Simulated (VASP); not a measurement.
# BaTiO3 (Amm2) in VASP: notebook

BaTiO3 is run at these levels: PBE+U; tasks: single point.

All numbers are computed with VASP 6.6.1; they aren't measurements. Logs are shortened: lines on timing, memory, paths and dates and some standing lists are left out, and cuts for length are marked.

## Step 1: The cell of the first run

Symmetry: Amm2, No. 38, orthorhombic system. Conventional cell: a = 4.209 Å, b = 6.034 Å, c = 6.060 Å, α = 90.00°, β = 90.00°, γ = 90.00°. Ba (site symmetry mm2) has 12 O at 2.93 to 3.13 Å and 8 Ti at 3.63 to 3.75 Å within 3.9 Å. Ti (site symmetry mm2) has 6 O at 1.98 to 2.30 Å within 2.6 Å. Within 2.8 Å of O (site symmetry mm2) lie 2 Ti at 2.11 Å. Within 2.6 Å of O (site symmetry m) lie 2 Ti at 1.98 to 2.30 Å.

## Step 2: Single point, PBE+U (strain +0.050 along x and y, +0.050 along z)

The input, INCAR:

```
SYSTEM = BaTiO3
PREC = Accurate ; ENCUT = 520
EDIFF = 1E-6 ; ISMEAR = 0
SIGMA = 0.05 ; LREAL = .False.
LASPH = .True. ; NELM = 150
ALGO = Normal ; ISIF = 2
LWAVE = .False. ; LCHARG = .False.
LMAXMIX = 4 ; LDAU = .True.
LDAUTYPE = 2 ; LDAUL = -1 2 -1
LDAUU = 0 4 0 ; LDAUJ = 0 0 0
LDAUPRINT = 1 ; GGA = PE
NBANDS = 28
```

The input, KPOINTS:

```
regular mesh
0
Gamma
  6 6 6
  0 0 0
```

The input, POSCAR:

```
BaTiO3
1.0
    4.2086303835      0.0000000000      0.0000000000
    0.0000000000      3.0169455574      3.0302143625
    0.0000000000     -3.0169455574      3.0302143625
Ba Ti O
1 1 3
Direct
    0.0000000000      0.0080771898      0.0080771898
    0.5000000000      0.5197092923      0.5197092923
    0.0000000000      0.4916268263      0.4916268263
    0.5000000000      0.4938075436      0.9829991481
    0.5000000000      0.9829991481      0.4938075436
```

Potentials or basis: VASP PAW PBE potentials, release 64 (Ba_sv, Ti_sv, O).

Run with:

```
> cat potpaw_PBE.64/Ba_sv/POTCAR potpaw_PBE.64/Ti_sv/POTCAR potpaw_PBE.64/O/POTCAR > POTCAR
> mpirun -np 1 vasp_std > vasp.out
```

OUTCAR:

```text
SYSTEM = BaTiO3
   PREC = Accurate
   ENCUT = 520
   EDIFF = 1E-6
   ISMEAR = 0
   LREAL = .False.
   LASPH = .True.
   NELM = 150
   ISIF = 2
   GGA = PE

 ion  position               nearest neighbor table
   1  0.000  0.008  0.008-   3 2.93   4 2.96   5 2.96   4 2.96   5 2.96   3 3.02   3 3.02   5 3.05
                             4 3.05   5 3.05   4 3.05   3 3.13   2 3.63   2 3.63   2 3.68   2 3.68
   2  0.500  0.520  0.520-   4 1.98   5 1.98   3 2.11   3 2.11   5 2.30   4 2.30   1 3.63   1 3.63
                             1 3.68   1 3.68   1 3.68   1 3.68   1 3.75   1 3.75
   3  0.000  0.492  0.492-   2 2.11   2 2.11   1 2.93   1 3.02   1 3.02   1 3.13
   4  0.500  0.494  0.983-   2 1.98   2 2.30   1 2.96   1 2.96   1 3.05   1 3.05
   5  0.500  0.983  0.494-   2 1.98   2 2.30   1 2.96   1 2.96   1 3.05   1 3.05

  LATTYP: Found a base centered orthorhombic cell.
 ALAT       =     6.0338911148
 B/A-ratio  =     1.0043980923
 C/A-ratio  =     0.6974985633

  Lattice vectors:

 A1 = (   0.0000000000,   3.0169455574,  -3.0302143625)
 A2 = (   0.0000000000,   3.0169455574,   3.0302143625)
 A3 = (   4.2086303835,   0.0000000000,   0.0000000000)

Analysis of symmetry for initial positions (statically):
=====================================================================
 Subroutine PRICEL returns:
 Original cell was already a primitive cell.

 Routine SETGRP: Setting up the symmetry group for a
 base centered orthorhombic supercell.

 Subroutine GETGRP returns: Found  4 space group operations
 (whereof  4 operations were pure point group operations)
 out of a pool of  8 trial point group operations.

The static configuration has the point symmetry C_2v.

Analysis of symmetry for dynamics (positions and initial velocities):
=====================================================================
 Subroutine PRICEL returns:
 Original cell was already a primitive cell.

 Routine SETGRP: Setting up the symmetry group for a
 base centered orthorhombic supercell.

 Subroutine GETGRP returns: Found  4 space group operations
 (whereof  4 operations were pure point group operations)
 out of a pool of  8 trial point group operations.

The dynamic configuration has the point symmetry C_2v.

 Subroutine INISYM returns: Found  4 space group operations
 (whereof  4 operations are pure point group operations),
 and found     1 'primitive' translations

----------------------------------------------------------------------------------------

                                     Primitive cell

  volume of cell :      76.9505

  direct lattice vectors                    reciprocal lattice vectors
     4.208630384  0.000000000  0.000000000     0.237606991  0.000000000  0.000000000
     0.000000000  3.016945557  3.030214363     0.000000000  0.165730535  0.165004828
     0.000000000 -3.016945557  3.030214363     0.000000000 -0.165730535  0.165004828

  length of vectors
     4.208630384  4.275998080  4.275998080     0.237606991  0.233865781  0.233865781

  position of ions in fractional coordinates (direct lattice)
     0.000000000  0.008077190  0.008077190
     0.500000000  0.519709292  0.519709292
     0.000000000  0.491626826  0.491626826
     0.500000000  0.493807544  0.982999148
     0.500000000  0.982999148  0.493807544

  ion indices of the primitive-cell ions
   primitive index   ion index
                 1           1
                 2           2
                 3           3
                 4           4
                 5           5

----------------------------------------------------------------------------------------

 KPOINTS: regular mesh

Automatic generation of k-mesh.
 Grid dimensions read from file:
 generate k-points for:    6    6    6

 Generating k-lattice:

  Cartesian coordinates                     Fractional coordinates (reciprocal lattice)
     0.039601165  0.000000000  0.000000000     0.166666667  0.000000000  0.000000000
     0.000000000  0.027621756  0.027500805     0.000000000  0.166666667  0.000000000
     0.000000000 -0.027621756  0.027500805     0.000000000  0.000000000  0.166666667

  Length of vectors
     0.039601165  0.038977630  0.038977630

  Shift w.r.t. Gamma in fractional coordinates (k-lattice)
     0.000000000  0.000000000  0.000000000

 Subroutine IBZKPT returns following result:
 ===========================================

 Found     52 irreducible k-points:

 Following reciprocal coordinates:
            Coordinates               Weight
  0.000000  0.000000  0.000000      1.000000
  0.166667  0.000000  0.000000      2.000000
  0.333333  0.000000  0.000000      2.000000
  0.500000  0.000000  0.000000      1.000000
  0.000000  0.166667 -0.000000      4.000000
  0.166667  0.166667 -0.000000      8.000000
[... 16 lines left out ...]
  0.333333  0.333333  0.166667      8.000000
  0.500000  0.333333  0.166667      4.000000
 [... further k-points ...]
   k-points           NKPTS =     52   k-points in BZ     NKDIM =     52   number of bands    NBANDS=     28
   number of dos      NEDOS =    301   number of ions     NIONS =      5
   total plane-waves  NPLWV =  32768
   dimension x,y,z NGX =    32 NGY =   32 NGZ =   32
   dimension x,y,z NGXF=    64 NGYF=   64 NGZF=   64
   ions per type =               1   1   3
   NGX,Y,Z   is equivalent  to a cutoff of  12.64, 12.44, 12.44 a.u.
   NGXF,Y,Z  is equivalent  to a cutoff of  25.28, 24.88, 24.88 a.u.
 SYSTEM =  BaTiO3
   PREC   = accura    normal or accurate (medium, high low for compatibility)
   ISTART =      0    job   : 0-new  1-cont  2-samecut
   ICHARG =      2    charge: 1-file 2-atom 10-const
   ISPIN  =      1    spin polarized calculation?
   LNONCOLLINEAR =      F non collinear calculations
   LSORBIT =      F    spin-orbit coupling
   LASPH  =      T    aspherical Exc in radial PAW
   ENCUT  =  520.0 eV  38.22 Ry    6.18 a.u.   7.83  7.95  7.95*2*pi/ulx,y,z
   NELM   =    150;   NELMIN=  2; NELMDL= -5     # of ELM steps
   EDIFF  = 0.1E-05   stopping-criterion for ELM
   LREAL  =      F    real-space projection
   EDIFFG = 0.1E-04   stopping-criterion for IOM
   NSW    =      0    number of steps for IOM
   IBRION =     -1    ionic relax: 0-MD 1-quasi-New 2-CG
   NFREE  =      0    steps in history (QN), initial steepest desc. (CG)
   ISIF   =      2    stress and relaxation
   ISYM   =      2    0-nonsym 1-usesym 2-fastsym
   POTIM  = 0.5000    time-step for ionic-motion
   TEBEG  =    0.0;   TEEND  =   0.0 temperature during run
   PSTRESS=    0.0 pullay stress
   NELECT =      40.0000    total number of electrons
   NUPDOWN=      -1.0000    fix difference up-down
   EMIN   =  10.00;   EMAX   =-10.00  energy-range for DOS
   EFERMI =   0.00;   METHOD = LEGACY
   ISMEAR =     0;   SIGMA  =   0.05  broadening in eV -4-tet -1-fermi 0-gaus
   EFERMI_NEDOS =   21; number of points for ismear=-14 and -15
   IALGO  =     38    algorithm
   IMIX   =      4    mixing-type and parameters
     AMIX     =   0.40;   BMIX     =  1.00
     AMIX_MAG =   1.60;   BMIX_MAG =  1.00
  volume/ion in A,a.u.               =      15.39       103.86
  Fermi-wavevector in a.u.,A,eV,Ry     =   1.316308  2.487462 23.574374  1.732668
  Thomas-Fermi vector in A             =   2.446430
   LORBIT       =      0    0 simple, 1 ext, 2 COOP (PROOUT), +10 PAW based schemes
 LDA+U is selected, type is set to LDAUTYPE =  2
   angular momentum for each species LDAUL =    -1    2   -1
   U (eV)           for each species LDAUU =   0.0  4.0  0.0
   J (eV)           for each species LDAUJ =   0.0  0.0  0.0
   GGA     = PE    functional components
   LHFCALC =     F    Hartree Fock is set to
   AEXX    =    0.0000 exact exchange contribution
   IVDW    =     0    specifies the selected vdW correction
   LEPSILON=     F    determine dielectric tensor
   LRPA    =     F    only Hartree local field effects (RPA)
 non-spin polarized calculation
 Gauss-broadening in eV      SIGMA  =   0.05
  energy-cutoff  :      520.00
  volume of cell :       76.95
 maximum number of plane-waves:      2087
 NGX is ok and might be reduce to    32
   NGX = 15   NGY = 15   NGZ = 15

atom =   2  type =  2  l = 2

 onsite density matrix

spin component  1

  0.1033  0.0000  0.0000  0.0000  0.0000
  0.0000  0.2181  0.0000  0.0000  0.0000
  0.0000  0.0000  0.1269  0.0000 -0.0411
  0.0000  0.0000  0.0000  0.1012  0.0000
  0.0000  0.0000 -0.0411  0.0000  0.1908

spin component  2

  0.1033  0.0000  0.0000  0.0000  0.0000
  0.0000  0.2181  0.0000  0.0000  0.0000
  0.0000  0.0000  0.1269  0.0000 -0.0411
  0.0000  0.0000  0.0000  0.1012  0.0000
  0.0000  0.0000 -0.0411  0.0000  0.1908

 occupancies and eigenvectors

  o =  0.1012  v =  0.0000  0.0000  0.0000  1.0000  0.0000  0.0000  0.0000  0.0000  0.0000  0.0000      0.0000  0.0000  0.0000  0.0000  0.0000  0.0000  0.0000  0.0000  0.0000  0.0000
  o =  0.1012  v =  0.0000  0.0000  0.0000  0.0000  0.0000  0.0000  0.0000  0.0000  1.0000  0.0000      0.0000  0.0000  0.0000  0.0000  0.0000  0.0000  0.0000  0.0000  0.0000  0.0000
  o =  0.1033  v =  1.0000  0.0000  0.0000  0.0000  0.0000  0.0000  0.0000  0.0000  0.0000  0.0000      0.0000  0.0000  0.0000  0.0000  0.0000  0.0000  0.0000  0.0000  0.0000  0.0000
  o =  0.1033  v =  0.0000  0.0000  0.0000  0.0000  0.0000  1.0000  0.0000  0.0000  0.0000  0.0000      0.0000  0.0000  0.0000  0.0000  0.0000  0.0000  0.0000  0.0000  0.0000  0.0000
  o =  0.1068  v =  0.0000  0.0000 -0.8982  0.0000 -0.4396  0.0000  0.0000  0.0000  0.0000  0.0000      0.0000  0.0000  0.0000  0.0000  0.0000  0.0000  0.0000  0.0000  0.0000  0.0000
  o =  0.1068  v =  0.0000  0.0000  0.0000  0.0000  0.0000  0.0000  0.0000 -0.8982  0.0000 -0.4396      0.0000  0.0000  0.0000  0.0000  0.0000  0.0000  0.0000  0.0000  0.0000  0.0000
  o =  0.2109  v =  0.0000  0.0000  0.0000  0.0000  0.0000  0.0000  0.0000 -0.4396  0.0000  0.8982      0.0000  0.0000  0.0000  0.0000  0.0000  0.0000  0.0000  0.0000  0.0000  0.0000
  o =  0.2109  v =  0.0000  0.0000 -0.4396  0.0000  0.8982  0.0000  0.0000  0.0000  0.0000  0.0000      0.0000  0.0000  0.0000  0.0000  0.0000  0.0000  0.0000  0.0000  0.0000  0.0000
  o =  0.2181  v =  0.0000  0.0000  0.0000  0.0000  0.0000  0.0000  1.0000  0.0000  0.0000  0.0000      0.0000  0.0000  0.0000  0.0000  0.0000  0.0000  0.0000  0.0000  0.0000  0.0000
  o =  0.2181  v =  0.0000  1.0000  0.0000  0.0000  0.0000  0.0000  0.0000  0.0000  0.0000  0.0000      0.0000  0.0000  0.0000  0.0000  0.0000  0.0000  0.0000  0.0000  0.0000  0.0000

 number of electron      40.0000004 magnetization

 Free energy of the ion-electron system (eV)
  ---------------------------------------------------
  ext. energy  EPLUGINS =         0.00000000
  ---------------------------------------------------
  free energy    TOTEN  =       -36.87320403 eV

  energy without entropy =      -36.87320403  energy(sigma->0) =      -36.87320403

 E-fermi :   3.0746     XC(G=0): -10.3222

 val. band max:        2.6754236465   @ k =   0.5000   0.5000   0.5000
 cond. band min:       4.7815019302   @ k =   0.0000   0.0000   0.0000
 fundamental gap:      2.1060782837
 Fermi energy:         3.0746007579

 k-point     1 :       0.0000    0.0000    0.0000
  band No.  band energies     occupation
      1     -55.6340      2.00000
      2     -31.7659      2.00000
      3     -31.7395      2.00000
      4     -31.7283      2.00000
      5     -22.7005      2.00000
      6     -13.8248      2.00000
[... 20 lines left out ...]
     27       7.5483      0.00000
     28       8.1311      0.00000

 k-point     2 :       0.1667    0.0000    0.0000
  band No.  band energies     occupation
      1     -55.6339      2.00000
      2     -31.7657      2.00000
      3     -31.7393      2.00000
      4     -31.7332      2.00000
      5     -22.6887      2.00000
      6     -13.8132      2.00000
[... 20 lines left out ...]
     27       7.9362      0.00000
     28       8.7564      0.00000

 k-point     3 :       0.3333    0.0000    0.0000
  band No.  band energies     occupation
      1     -55.6337      2.00000
      2     -31.7653      2.00000
      3     -31.7430      2.00000
      4     -31.7389      2.00000
      5     -22.6650      2.00000
      6     -13.8225      2.00000
[... 616 lines left out ...]
      3     -31.7459      2.00000
      4     -31.7423      2.00000
      5     -22.6328      2.00000
      6     -13.5620      2.00000
[... 20 lines left out ...]
     27       9.7569      0.00000
     28       9.9867      0.00000

 k-point    24 :       0.5000    0.3333    0.1667
  band No.  band energies     occupation
      1     -55.6333      2.00000
      2     -31.7734      2.00000
      3     -31.7472      2.00000
      4     -31.7458      2.00000
      5     -22.6232      2.00000
      6     -13.5108      2.00000
[... 20 lines left out ...]
     27       9.8938      0.00000
     28      10.2182      0.00000

 [... further k-points ...]

------------------------ aborting loop because EDIFF is reached ----------------------------------------

  FORCE on cell =-STRESS in cart. coord.  units (eV):
  Direction    XX          YY          ZZ          XY          YZ          ZX
  --------------------------------------------------------------------------------------
  -------------------------------------------------------------------------------------
  Total       -7.1288586     -7.0926140     -6.7986170      0.0000000      0.0000000      0.0000000
  in kB     -148.4290730   -147.6744285   -141.5531537      0.0000000      0.0000000      0.0000000
  external PRESSURE =    -145.8855517 kB  Pullay stress =       0.0000000 kB

 VOLUME and BASIS-vectors are now :
 -----------------------------------------------------------------------------
  energy-cutoff  :      520.00
  volume of cell :       76.95
      direct lattice vectors                 reciprocal lattice vectors
     4.208630384  0.000000000  0.000000000     0.237606991  0.000000000  0.000000000
     0.000000000  3.016945557  3.030214363     0.000000000  0.165730535  0.165004828
     0.000000000 -3.016945557  3.030214363     0.000000000 -0.165730535  0.165004828

 POSITION                                       TOTAL-FORCE (eV/Angst)
 -----------------------------------------------------------------------------------
      0.00000      0.00000      0.04895         0.000000      0.000000      0.074337
      2.10432      0.00000      3.14966         0.000000      0.000000      0.670363
      0.00000      0.00000      2.97947         0.000000      0.000000      0.073419
      2.10432     -1.47586      4.47504         0.000000      0.469773     -0.409059
      2.10432      1.47586      4.47504         0.000000     -0.469773     -0.409059
 -----------------------------------------------------------------------------------
    total drift:                                0.000000      0.000001     -0.000724

  FREE ENERGIE OF THE ION-ELECTRON SYSTEM (eV)
  ---------------------------------------------------
  free  energy   TOTEN  =       -36.8732040323 eV

  energy  without entropy=      -36.8732040323  energy(sigma->0) =      -36.87320403
```

Wall time 67 s (1 thread of Intel Xeon 6975P-C, shared host); peak memory 0.25 GiB.

Results:

```
Free energy            : -36.8732 eV
Pressure               : -14.6 GPa
Largest force          : 0.670 eV/Å
Band gap on the k mesh : 2.11 eV, indirect (least direct gap 2.59 eV)
```

Forces on the atoms (eV/Å):
```
Ba   0.000  0.000  0.074
Ti   0.000  0.000  0.670
O    0.000  0.000  0.073
O    0.000  0.470 -0.409
O    0.000 -0.470 -0.409
```

Eigenvalues of the final occupation matrices:
| site | spin | trace | eigenvalues |
| --- | --- | --- | --- |
| site 2 d | 1 | 0.74 | 0.10 0.10 0.11 0.21 0.22 |
| site 2 d | 2 | 0.74 | 0.10 0.10 0.11 0.21 0.22 |

Caveat: the cell differs from its parent crystal (strain +0.050 along x and y, +0.050 along z); spin-orbit coupling is left out, which moves the levels of the heavy elements. A k mesh can miss the band edges.

## Step 3: Single point, PBE+U (strain -0.050 along x and y, -0.050 along z)

The input, INCAR:

```
  ALGO = Normal
  EDIFF = 1E-6
  ENCUT = 520
  GGA = PE
  ISIF = 2
  ISMEAR = 0
  LASPH = True
  LCHARG = True
  LDAU = True
  LDAUJ = 0 0 0
  LDAUL = -1 2 -1
  LDAUPRINT = 1
  LDAUTYPE = 2
  LDAUU = 0 4 0
  LELF = True
  LMAXMIX = 4
  LREAL = False
  LVHAR = True
  LWAVE = False
  NBANDS = 28
  NELM = 150
  PREC = Accurate
  SIGMA = 0.05
```

The input, KPOINTS:

```
k-points
0
Gamma
  6 6 6
```

POSCAR: that of step 2 with these lines changed.

```diff
@@ -2,5 +2,5 @@
 1.0
-    4.2086303835      0.0000000000      0.0000000000
-    0.0000000000      3.0169455574      3.0302143625
-    0.0000000000     -3.0169455574      3.0302143625
+    3.8078084423      0.0000000000      0.0000000000
+    0.0000000000      2.7296174090      2.7416225185
+    0.0000000000     -2.7296174090      2.7416225185
 Ba Ti O
```

Potentials or basis: VASP PAW PBE potentials, release 64 (Ba_sv, Ti_sv, O).

Run with:

```
> cat potpaw_PBE.64/Ba_sv/POTCAR potpaw_PBE.64/Ti_sv/POTCAR potpaw_PBE.64/O/POTCAR > POTCAR
> mpirun -np 1 vasp_std > vasp.out
```

It took 35 s on 1 thread of Intel Xeon 6975P-C (Granite Rapids), shared host; peak memory 0.22 GiB.

Results (log left out):

```
Free energy            : -36.1562 eV
Pressure               : 39.7 GPa
Largest force          : 2.346 eV/Å
Band gap on the k mesh : 2.88 eV, indirect (least direct gap 3.16 eV)
```

Forces on the atoms (eV/Å):
```
Ba   0.000  0.000 -0.242
Ti   0.000  0.000 -2.346
O    0.000  0.000 -0.110
O    0.000 -1.455  1.349
O    0.000  1.455  1.349
```

Stress tensor (GPa, compression positive):
```
39.71  0.00  0.00
 0.00 40.76  0.00
 0.00  0.00 38.62
```

Levels at points of the mesh, in eV from the valence-band top:
| k point | band 18 | band 19 | band 20 | band 21 | band 22 | band 23 |
| --- | --- | --- | --- | --- | --- | --- |
| (0.00, 0.00, 0.00) | -0.37 | -0.35 | -0.28 | 2.88 | 3.07 | 3.12 |
| (0.50, 0.00, 0.00) | -1.66 | -1.14 | -1.03 | 3.33 | 4.79 | 4.95 |
| (0.00, 0.50, 0.00) | -1.78 | -0.93 | -0.81 | 3.20 | 4.83 | 4.84 |
| (0.50, 0.50, 0.00) | -0.84 | -0.81 | -0.10 | 4.88 | 4.92 | 5.31 |
| (0.00, 0.50, 0.50) | -0.85 | -0.79 | -0.26 | 4.85 | 4.90 | 5.20 |
| (0.50, 0.50, 0.50) | -0.17 | -0.02 | 0.00 | 5.56 | 5.57 | 5.70 |

Eigenvalues of the final occupation matrices:
| site | spin | trace | eigenvalues |
| --- | --- | --- | --- |
| site 2 d | 1 | 0.91 | 0.12 0.12 0.12 0.27 0.28 |
| site 2 d | 2 | 0.91 | 0.12 0.12 0.12 0.27 0.28 |

Caveat: the cell differs from its parent crystal (strain -0.050 along x and y, -0.050 along z); spin-orbit coupling is left out, which moves the levels of the heavy elements; forces of over 1 eV/Å act on the atoms, so gaps and moduli don't describe the material at rest. A k mesh can miss the band edges.
